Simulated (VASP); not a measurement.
# TeRu (F-43m) in VASP: single point with LDA+U

Aim: the single point of TeRu with LDA+U.

Everything below comes from runs of VASP 6.6.1. Logs are shortened: lines on timing, memory, paths and dates and some standing lists are left out, and cuts for length are marked.

### Step 1. The cell of the first run

It takes space group F-43m (No. 216, cubic). The conventional cell has a = 6.228 Å, b = 6.228 Å, c = 6.228 Å, α = 90.00°, β = 90.00°, γ = 90.00°. Within 3.6 Å of Ru (site symmetry -43m) lie 4 Te at 2.70 Å. Within 3.6 Å of Te (site symmetry -43m) lie 4 Ru at 2.70 Å.

### Step 2. Single point, LDA+U

Input file INCAR:

```
  ALGO = Normal
  EDIFF = 1E-6
  ENCUT = 500
  GGA = CA
  GGA_COMPAT = F
  ISIF = 2
  ISMEAR = 0
  LASPH = T
  LCHARG = F
  LDAU = T
  LDAUJ = 0 0
  LDAUL = 2 -1
  LDAUPRINT = 1
  LDAUTYPE = 2
  LDAUU = 6 0
  LMAXMIX = 4
  LREAL = F
  LWAVE = F
  NBANDS = 17
  NELM = 200
  PREC = Accurate
  SIGMA = 0.05
```

Input file KPOINTS:

```
k-points
0
Gamma
  5 5 5
```

Input file POSCAR:

```
TeRu
1.0
    0.0000000000      3.1139297200      3.1139297200
    3.1139297200      0.0000000000      3.1139297200
    3.1139297200      3.1139297200      0.0000000000
Ru Te
1 1
Direct
    0.0000000000      0.0000000000      0.0000000000
    0.2500000000      0.2500000000      0.2500000000
```

Potentials or basis: VASP PAW LDA potentials, release 64 (Ru_pv, Te).

Launch:

```sh
cat potpaw_LDA.64/Ru_pv/POTCAR potpaw_LDA.64/Te/POTCAR > POTCAR
mpirun -np 1 vasp_std > vasp.out
```

OUTCAR:

```text
EDIFF = 1E-6
   ENCUT = 500
   GGA = CA
   ISIF = 2
   ISMEAR = 0
   LASPH = T
   LREAL = F
   NELM = 200
   PREC = Accurate

 ion  position               nearest neighbor table
   1  0.000  0.000  0.000-   2 2.70   2 2.70   2 2.70   2 2.70
   2  0.250  0.250  0.250-   1 2.70   1 2.70   1 2.70   1 2.70

  LATTYP: Found a face centered cubic cell.
 ALAT       =     6.2278594400

  Lattice vectors:

 A1 = (   0.0000000000,   3.1139297200,   3.1139297200)
 A2 = (   3.1139297200,   0.0000000000,   3.1139297200)
 A3 = (   3.1139297200,   3.1139297200,   0.0000000000)

Analysis of symmetry for initial positions (statically):
=====================================================================
 Subroutine PRICEL returns:
 Original cell was already a primitive cell.

 Routine SETGRP: Setting up the symmetry group for a
 face centered cubic supercell.

 Subroutine GETGRP returns: Found 24 space group operations
 (whereof 24 operations were pure point group operations)
 out of a pool of 48 trial point group operations.

The static configuration has the point symmetry T_d .

Analysis of symmetry for dynamics (positions and initial velocities):
=====================================================================
 Subroutine PRICEL returns:
 Original cell was already a primitive cell.

 Routine SETGRP: Setting up the symmetry group for a
 face centered cubic supercell.

 Subroutine GETGRP returns: Found 24 space group operations
 (whereof 24 operations were pure point group operations)
 out of a pool of 48 trial point group operations.

The dynamic configuration has the point symmetry T_d .

 Subroutine INISYM returns: Found 24 space group operations
 (whereof 24 operations are pure point group operations),
 and found     1 'primitive' translations

----------------------------------------------------------------------------------------

                                     Primitive cell

  volume of cell :      60.3888

  direct lattice vectors                    reciprocal lattice vectors
     0.000000000  3.113929720  3.113929720    -0.160568813  0.160568813  0.160568813
     3.113929720  0.000000000  3.113929720     0.160568813 -0.160568813  0.160568813
     3.113929720  3.113929720  0.000000000     0.160568813  0.160568813 -0.160568813

  length of vectors
     4.403761642  4.403761642  4.403761642     0.278113343  0.278113343  0.278113343

  position of ions in fractional coordinates (direct lattice)
     0.000000000  0.000000000  0.000000000
     0.250000000  0.250000000  0.250000000

  ion indices of the primitive-cell ions
   primitive index   ion index
                 1           1
                 2           2

----------------------------------------------------------------------------------------

 KPOINTS: k-points

Automatic generation of k-mesh.
 Grid dimensions read from file:
 generate k-points for:    5    5    5

 Generating k-lattice:

  Cartesian coordinates                     Fractional coordinates (reciprocal lattice)
    -0.032113763  0.032113763  0.032113763     0.200000000  0.000000000  0.000000000
     0.032113763 -0.032113763  0.032113763     0.000000000  0.200000000  0.000000000
     0.032113763  0.032113763 -0.032113763     0.000000000  0.000000000  0.200000000

  Length of vectors
     0.055622669  0.055622669  0.055622669

  Shift w.r.t. Gamma in fractional coordinates (k-lattice)
     0.000000000  0.000000000  0.000000000

 Subroutine IBZKPT returns following result:
 ===========================================

 Found     10 irreducible k-points:

 Following reciprocal coordinates:
            Coordinates               Weight
  0.000000  0.000000  0.000000      1.000000
  0.200000  0.000000  0.000000      8.000000
  0.400000  0.000000  0.000000      8.000000
  0.200000  0.200000  0.000000      6.000000
  0.400000  0.200000  0.000000     24.000000
 -0.400000  0.200000  0.000000     24.000000
 -0.200000  0.200000  0.000000     12.000000
  0.400000  0.400000  0.000000      6.000000
 -0.400000  0.400000  0.000000     12.000000
 -0.400000  0.400000  0.200000     24.000000
   k-points           NKPTS =     10   k-points in BZ     NKDIM =     10   number of bands    NBANDS=     17
   number of dos      NEDOS =    301   number of ions     NIONS =      2
   total plane-waves  NPLWV =  32768
   dimension x,y,z NGX =    32 NGY =   32 NGZ =   32
   dimension x,y,z NGXF=    64 NGYF=   64 NGZF=   64
   ions per type =               1   1
   NGX,Y,Z   is equivalent  to a cutoff of  12.08, 12.08, 12.08 a.u.
   NGXF,Y,Z  is equivalent  to a cutoff of  24.16, 24.16, 24.16 a.u.
 SYSTEM =  unknown system
   PREC   = accura    normal or accurate (medium, high low for compatibility)
   ISTART =      0    job   : 0-new  1-cont  2-samecut
   ICHARG =      2    charge: 1-file 2-atom 10-const
   ISPIN  =      1    spin polarized calculation?
   LNONCOLLINEAR =      F non collinear calculations
   LSORBIT =      F    spin-orbit coupling
   LASPH  =      T    aspherical Exc in radial PAW
   ENCUT  =  500.0 eV  36.75 Ry    6.06 a.u.   8.03  8.03  8.03*2*pi/ulx,y,z
   NELM   =    200;   NELMIN=  2; NELMDL= -5     # of ELM steps
   EDIFF  = 0.1E-05   stopping-criterion for ELM
   LREAL  =      F    real-space projection
   EDIFFG = 0.1E-04   stopping-criterion for IOM
   NSW    =      0    number of steps for IOM
   IBRION =     -1    ionic relax: 0-MD 1-quasi-New 2-CG
   NFREE  =      0    steps in history (QN), initial steepest desc. (CG)
   ISIF   =      2    stress and relaxation
   ISYM   =      2    0-nonsym 1-usesym 2-fastsym
   POTIM  = 0.5000    time-step for ionic-motion
   TEBEG  =    0.0;   TEEND  =   0.0 temperature during run
   PSTRESS=    0.0 pullay stress
   NELECT =      20.0000    total number of electrons
   NUPDOWN=      -1.0000    fix difference up-down
   EMIN   =  10.00;   EMAX   =-10.00  energy-range for DOS
   EFERMI =   0.00;   METHOD = LEGACY
   ISMEAR =     0;   SIGMA  =   0.05  broadening in eV -4-tet -1-fermi 0-gaus
   EFERMI_NEDOS =   21; number of points for ismear=-14 and -15
   IALGO  =     38    algorithm
   IMIX   =      4    mixing-type and parameters
     AMIX     =   0.40;   BMIX     =  1.00
     AMIX_MAG =   1.60;   BMIX_MAG =  1.00
  volume/ion in A,a.u.               =      30.19       203.76
  Fermi-wavevector in a.u.,A,eV,Ry     =   1.132659  2.140416 17.455152  1.282917
  Thomas-Fermi vector in A             =   2.269361
   LORBIT       =      0    0 simple, 1 ext, 2 COOP (PROOUT), +10 PAW based schemes
 LDA+U is selected, type is set to LDAUTYPE =  2
   angular momentum for each species LDAUL =     2   -1
   U (eV)           for each species LDAUU =   6.0  0.0
   J (eV)           for each species LDAUJ =   0.0  0.0
   GGA     = CA    functional components
   LHFCALC =     F    Hartree Fock is set to
   AEXX    =    0.0000 exact exchange contribution
   IVDW    =     0    specifies the selected vdW correction
   LEPSILON=     F    determine dielectric tensor
   LRPA    =     F    only Hartree local field effects (RPA)
 non-spin polarized calculation
 Gauss-broadening in eV      SIGMA  =   0.05
  energy-cutoff  :      500.00
  volume of cell :       60.39
 maximum number of plane-waves:      1539
   NGX = 17   NGY = 17   NGZ = 17

atom =   1  type =  1  l = 2

 onsite density matrix

spin component  1

  0.4909 -0.0000  0.0000 -0.0000 -0.0000
 -0.0000  0.4909  0.0000 -0.0000 -0.0000
  0.0000  0.0000  0.8180 -0.0000  0.0000
 -0.0000 -0.0000 -0.0000  0.4909  0.0000
 -0.0000 -0.0000  0.0000  0.0000  0.8180

spin component  2

  0.4909 -0.0000  0.0000 -0.0000 -0.0000
 -0.0000  0.4909  0.0000 -0.0000 -0.0000
  0.0000  0.0000  0.8180 -0.0000  0.0000
 -0.0000 -0.0000 -0.0000  0.4909  0.0000
 -0.0000 -0.0000  0.0000  0.0000  0.8180

 occupancies and eigenvectors

  o =  0.4909  v =  0.0000 -0.7363 -0.0000  0.6766  0.0000  0.0000  0.0000  0.0000  0.0000  0.0000      0.0000  0.0000  0.0000  0.0000  0.0000  0.0000  0.0000  0.0000  0.0000  0.0000
  o =  0.4909  v =  0.0000  0.0000  0.0000  0.0000  0.0000  0.0000 -0.7363 -0.0000  0.6766  0.0000      0.0000  0.0000  0.0000  0.0000  0.0000  0.0000  0.0000  0.0000  0.0000  0.0000
  o =  0.4909  v =  1.0000  0.0000  0.0000  0.0000  0.0000  0.0000  0.0000  0.0000  0.0000  0.0000      0.0000  0.0000  0.0000  0.0000  0.0000  0.0000  0.0000  0.0000  0.0000  0.0000
  o =  0.4909  v =  0.0000  0.0000  0.0000  0.0000  0.0000  1.0000  0.0000  0.0000  0.0000  0.0000      0.0000  0.0000  0.0000  0.0000  0.0000  0.0000  0.0000  0.0000  0.0000  0.0000
  o =  0.4909  v =  0.0000 -0.6766 -0.0000 -0.7363  0.0000  0.0000  0.0000  0.0000  0.0000  0.0000      0.0000  0.0000  0.0000  0.0000  0.0000  0.0000  0.0000  0.0000  0.0000  0.0000
  o =  0.4909  v =  0.0000  0.0000  0.0000  0.0000  0.0000  0.0000 -0.6766 -0.0000 -0.7363  0.0000      0.0000  0.0000  0.0000  0.0000  0.0000  0.0000  0.0000  0.0000  0.0000  0.0000
  o =  0.8180  v =  0.0000  0.0000  0.0000  0.0000  0.0000  0.0000  0.0000 -0.9998  0.0000 -0.0180      0.0000  0.0000  0.0000  0.0000  0.0000  0.0000  0.0000  0.0000  0.0000  0.0000
  o =  0.8180  v =  0.0000  0.0000 -0.9998  0.0000 -0.0180  0.0000  0.0000  0.0000  0.0000  0.0000      0.0000  0.0000  0.0000  0.0000  0.0000  0.0000  0.0000  0.0000  0.0000  0.0000
  o =  0.8180  v =  0.0000  0.0000  0.0000  0.0000  0.0000  0.0000 -0.0000  0.0180  0.0000 -0.9998      0.0000  0.0000  0.0000  0.0000  0.0000  0.0000  0.0000  0.0000  0.0000  0.0000
  o =  0.8180  v =  0.0000 -0.0000  0.0180  0.0000 -0.9998  0.0000  0.0000  0.0000  0.0000  0.0000      0.0000  0.0000  0.0000  0.0000  0.0000  0.0000  0.0000  0.0000  0.0000  0.0000

 number of electron      19.9999995 magnetization

 Free energy of the ion-electron system (eV)
  ---------------------------------------------------
  ext. energy  EPLUGINS =         0.00000000
  ---------------------------------------------------
  free energy    TOTEN  =        -6.25809725 eV

  energy without entropy =       -6.25294341  energy(sigma->0) =       -6.25552033

 E-fermi :   4.8923     XC(G=0):  -9.5816

 val. band max:        4.8809976065   @ k =  -0.4000   0.4000   0.2000
 cond. band min:       5.1111890765   @ k =  -0.4000   0.4000   0.0000
 fundamental gap:      0.2301914700
 Fermi energy:         4.8922738146

 k-point     1 :       0.0000    0.0000    0.0000
  band No.  band energies     occupation
      1     -36.5909      2.00000
      2     -36.5909      2.00000
      3     -36.5909      2.00000
      4      -7.0688      2.00000
      5       1.4899      2.00000
      6       1.4899      2.00000
[... 9 lines left out ...]
     16      10.9216      0.00000
     17      14.3692      0.00000

 k-point     2 :       0.2000    0.0000    0.0000
  band No.  band energies     occupation
      1     -36.5929      2.00000
      2     -36.5912      2.00000
      3     -36.5912      2.00000
      4      -6.8765      2.00000
      5       1.1059      2.00000
      6       1.5133      2.00000
[... 9 lines left out ...]
     16      11.4164      0.00000
     17      14.5272      0.00000

 k-point     3 :       0.4000    0.0000    0.0000
  band No.  band energies     occupation
      1     -36.5961      2.00000
      2     -36.5918      2.00000
      3     -36.5918      2.00000
      4      -6.5330      2.00000
      5       0.6098      2.00000
      6       1.4697      2.00000
[... 9 lines left out ...]
     16      12.3359      0.00000
     17      14.4956      0.00000

 k-point     4 :       0.2000    0.2000    0.0000
  band No.  band energies     occupation
      1     -36.5930      2.00000
      2     -36.5916      2.00000
      3     -36.5916      2.00000
      4      -6.8121      2.00000
      5       0.8824      2.00000
      6       1.6470      2.00000
[... 9 lines left out ...]
     16      12.2502      0.00000
     17      13.0121      0.00000

 k-point     5 :       0.4000    0.2000    0.0000
  band No.  band energies     occupation
      1     -36.5954      2.00000
      2     -36.5924      2.00000
      3     -36.5922      2.00000
      4      -6.5141      2.00000
      5       0.5639      2.00000
      6       1.5408      2.00000
[... 9 lines left out ...]
     16      12.7286      0.00000
     17      14.6735      0.00000

 k-point     6 :      -0.4000    0.2000    0.0000
  band No.  band energies     occupation
      1     -36.5963      2.00000
      2     -36.5930      2.00000
      3     -36.5921      2.00000
      4      -6.3904      2.00000
      5       0.7121      2.00000
      6       1.2055      2.00000
[... 9 lines left out ...]
     16      13.1803      0.00000
     17      14.8106      0.00000

 k-point     7 :      -0.2000    0.2000    0.0000
  band No.  band energies     occupation
      1     -36.5946      2.00000
      2     -36.5924      2.00000
      3     -36.5916      2.00000
      4      -6.6292      2.00000
      5       0.8458      2.00000
      6       1.4102      2.00000
[... 9 lines left out ...]
     16      11.8625      0.00000
     17      13.9896      0.00000

 k-point     8 :       0.4000    0.4000    0.0000
  band No.  band energies     occupation
      1     -36.5963      2.00000
      2     -36.5928      2.00000
      3     -36.5928      2.00000
      4      -6.3521      2.00000
      5       0.1566      2.00000
      6       2.0368      2.00000
[... 9 lines left out ...]
     16      14.8343      0.00000
     17      14.8343      0.00000

 k-point     9 :      -0.4000    0.4000    0.0000
  band No.  band energies     occupation
      1     -36.5965      2.00000
      2     -36.5936      2.00000
      3     -36.5928      2.00000
      4      -6.2742      2.00000
      5       0.3014      2.00000
      6       1.7089      2.00000
[... 9 lines left out ...]
     16      13.9003      0.00000
     17      14.9158      0.00000

 k-point    10 :      -0.4000    0.4000    0.2000
  band No.  band energies     occupation
      1     -36.5961      2.00000
      2     -36.5935      2.00000
      3     -36.5927      2.00000
      4      -6.3207      2.00000
      5       0.5964      2.00000
      6       1.1886      2.00000
[... 9 lines left out ...]
     16      13.6565      0.00000
     17      15.2489      0.00000

------------------------ aborting loop because EDIFF is reached ----------------------------------------

  FORCE on cell =-STRESS in cart. coord.  units (eV):
  Direction    XX          YY          ZZ          XY          YZ          ZX
  --------------------------------------------------------------------------------------
  -------------------------------------------------------------------------------------
  Total       -5.1155101     -5.1155101     -5.1155101      0.0000000      0.0000000      0.0000000
  in kB     -135.7197686   -135.7197686   -135.7197686      0.0000000      0.0000000      0.0000000
  external PRESSURE =    -135.7197686 kB  Pullay stress =       0.0000000 kB

 VOLUME and BASIS-vectors are now :
 -----------------------------------------------------------------------------
  energy-cutoff  :      500.00
  volume of cell :       60.39
      direct lattice vectors                 reciprocal lattice vectors
     0.000000000  3.113929720  3.113929720    -0.160568813  0.160568813  0.160568813
     3.113929720  0.000000000  3.113929720     0.160568813 -0.160568813  0.160568813
     3.113929720  3.113929720  0.000000000     0.160568813  0.160568813 -0.160568813

 POSITION                                       TOTAL-FORCE (eV/Angst)
 -----------------------------------------------------------------------------------
      0.00000      0.00000      0.00000         0.000000      0.000000      0.000000
      1.55696      1.55696      1.55696        -0.000000     -0.000000     -0.000000
 -----------------------------------------------------------------------------------
    total drift:                               -0.000000     -0.000000     -0.000000

  FREE ENERGIE OF THE ION-ELECTRON SYSTEM (eV)
  ---------------------------------------------------
  free  energy   TOTEN  =        -6.2580972483 eV

  energy  without entropy=       -6.2529434108  energy(sigma->0) =       -6.25552033
```

It took 8.7 s on 1 thread of Intel Xeon Platinum 8375C at 2.90GHz (Ice Lake), shared host; peak memory 0.15 GiB.

What came out:

```
Free energy            : -6.2581 eV
Pressure               : -13.6 GPa
Band gap on the k mesh : zero (bands 10 and 11 overlap by 2.31 eV)
```

Levels at points of the mesh, in eV from the Fermi level:
```csv
k point,band 8,band 9,band 10,band 11,band 12,band 13
"(0.00, 0.00, 0.00)",-2.38,-2.38,2.18,2.94,2.94,2.94
```

Eigenvalues of the final occupation matrices:
```tsv
site	spin	trace	eigenvalues
site 1 d	1	3.11	0.49 0.49 0.49 0.82 0.82
site 1 d	2	3.11	0.49 0.49 0.49 0.82 0.82
```

Caveat: the cell stands under tension; spin-orbit coupling is left out, which moves the levels of the heavy elements; U without spin polarisation on a metal has little footing; the U is typed as a test and isn't derived for this compound.

The gap in the log of VASP goes by the Fermi energy; the results here count the filled bands.